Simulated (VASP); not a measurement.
A run of VASP 6.6.1:

INCAR

```
PREC = Accurate
ENCUT = 520
EDIFF = 1E-6
ISMEAR = 0
SIGMA = 0.1
LREAL = F
LASPH = T
NELM = 80
ALGO = Normal
ISIF = 2
LWAVE = F
LCHARG = T
GGA = PE
LELF = T
LVHAR = T
NBANDS = 35
```

File KPOINTS:

```
regular mesh
0
Gamma
  6 6 2
```

File POSCAR:

```
Sn2PbO2
1.0
    3.7596964070      0.0000000000      0.0000000000
   -1.8798482035      3.2559925990      0.0000000000
    0.0000000000      0.0000000000      9.3668469641
Sn Pb O
2 1 2
Direct
    0.0000000000      0.0000000000      0.6450576122
    0.6666666667      0.3333333333      0.3328895981
    0.0000000000      0.0000000000     -0.0270822768
    0.0000000000      0.0000000000      0.4108364870
    0.6666666667      0.3333333333      0.5759050396
```

Potentials or basis: VASP PAW PBE potentials, release 64 (Sn_d, Pb_d, O).

Launch:

```bash
$ cat potpaw_PBE.64/Sn_d/POTCAR potpaw_PBE.64/Pb_d/POTCAR potpaw_PBE.64/O/POTCAR > POTCAR
$ mpirun -np 1 vasp_std > vasp.out
```

Hardware: 1 thread of Intel(R) Xeon(R) Platinum 8488C (Sapphire Rapids), on a shared host.

Task: Estimate the wall time of this run.

Result: Run time: 61 s on 1 thread of Intel(R) Xeon(R) Platinum 8488C (Sapphire Rapids), with other jobs on the host, peak memory 0.24 GiB. Counts: scf iterations 15, k points 14.
